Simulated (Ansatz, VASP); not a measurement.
# CdF2 in VASP and in Ansatz

The input POSCAR:

```
CdF2
1.0
    2.6026389563      2.6026389563      0.0000000000
   -2.6026389563      2.6026389563      0.0000000000
    0.0000000000      2.6026389563      2.6026389563
Cd F
1 2
Direct
    0.0000000000      0.0000000000      0.0000000000
    0.2500000000      0.7500000000      0.5000000000
    0.7500000000      0.2500000000      0.5000000000
```

The input INCAR.step1:

```
SYSTEM = CdF2
ALGO = Normal
EDIFF = 1E-5
ENCUT = 770
GGA = PE
GGA_COMPAT = .FALSE.
ISMEAR = 0
LASPH = .TRUE.
LCHARG = .FALSE.
LREAL = .FALSE.
LWAVE = .TRUE.
NBANDS = 24
NELM = 120
PREC = Accurate
SIGMA = 0.01
```

The input INCAR.step2:

```
SYSTEM = CdF2
ALGO = Normal
EDIFF = 1E-6
ENCUT = 770
GGA_COMPAT = .FALSE.
ISIF = 2
ISMEAR = 0
ISTART = 1
LASPH = .TRUE.
LCHARG = .FALSE.
LMIXTAU = .TRUE.
LREAL = .FALSE.
LWAVE = .FALSE.
METAGGA = R2SCAN
NBANDS = 24
NELM = 120
PREC = Accurate
SIGMA = 0.01
```

File KPOINTS:

```
k-points
0
G
  8 8 8
  0 0 0
```

Input for Ansatz:

```yaml
crystal:
  lattice:
    - [2.60263895629, 2.60263895629, 0.0]
    - [-2.60263895629, 2.60263895629, 0.0]
    - [0.0, 2.60263895629, 2.60263895629]
  atoms:
    - { symbol: Cd, position: [0.0, 0.0, 0.0] }
    - { symbol: F, position: [0.25, 0.75, 0.5] }
    - { symbol: F, position: [0.75, 0.25, 0.5] }
kpoints:
  mp_grid: { grid: [8, 8, 8] }
scf:
  occupations: { method: fixed }
  convergence: { dr2_threshold: 1.0e-10 }
hamiltonian:
  xc: r2scan
  pseudopotentials: { kind: paw }
output:
  forces: true
  stress: true
  eigenstates:
    kpoints:
      - [0.0, 0.0, 0.0]
      - [-0.75, 0.25, -0.25]
      - [-0.75, -0.25, -0.5]
      - [-0.5, -0.5, -0.75]
      - [-0.5, -0.5, -0.5]
      - [-0.5, 0.5, 0.0]
      - [0.0, 0.0, -0.5]
      - [0.0, -0.5, -0.5]
      - [0.0, 0.5, 0.0]
      - [-0.5, 0.0, 0.0]
      - [-0.5, 0.0, -0.5]
  eigenvalues: true
```

Alike in both runs: task single point; functional r2SCAN; k mesh 8 × 8 × 8; no spin polarisation.

|  | VASP | Ansatz |
| --- | --- | --- |
| version | VASP 6.6.1 | Ansatz 0.2.0 |
| potentials or method | VASP PAW PBE potentials, release 64 (Cd_sv_GW, F) | PAW with Ansatz's default frozen-core files, scalar-relativistic |
| plane-wave cutoff (eV) | 770 | 500 |
| occupations | gaussian, width 0.01 eV | fixed |
| valence electrons in the cell | 34 | 34 |

Ansatz gave:

- gap on the k mesh at the Fermi level (eV): 4.18
- pressure (GPa): 15.0

Q: Which values does VASP return?

A: gap on the k mesh at the Fermi level (eV): 4.17; pressure (GPa): 14.6.

VASP's potentials were made for PBE, not for r2SCAN.
